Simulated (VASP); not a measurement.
Here is a VASP 6.6.1 calculation.

Contents of INCAR:

```
SYSTEM = PbS
PREC = Accurate
ENCUT = 520
EDIFF = 1E-6
ISMEAR = 0
SIGMA = 0.02
LREAL = .False.
LASPH = .True.
NELM = 60
ALGO = Normal
ISIF = 2
LWAVE = .False.
LCHARG = .False.
GGA = PE
IVDW = 12
NBANDS = 17
```

Contents of KPOINTS:

```
regular mesh
0
Gamma
  10 10 10
  0 0 0
```

POSCAR

```
PbS
1.0
    0.0000000000      2.9679283527      2.9679283527
    2.9679283527      0.0000000000      2.9679283527
    2.9679283527      2.9679283527      0.0000000000
Pb S
1 1
Direct
    0.0000000000      0.0000000000      0.0000000000
    0.5000000000      0.5000000000      0.5000000000
```

Potentials or basis: VASP PAW PBE potentials, release 64 (Pb_d, S).

Run with:

```bash
$ cat potpaw_PBE.64/Pb_d/POTCAR potpaw_PBE.64/S/POTCAR > POTCAR
$ mpirun -np 1 vasp_std > vasp.out
```

Question: Predict the band gap on the k mesh.

Answer: 0.37 eV, direct.

Question: Predict the dispersion energy per atom.

Answer: -0.346 eV.

Question: Predict the pressure.

Answer: -0.1 GPa.

Caveat: spin-orbit coupling is left out, which moves the levels of the heavy elements. A k mesh can miss the band edges.
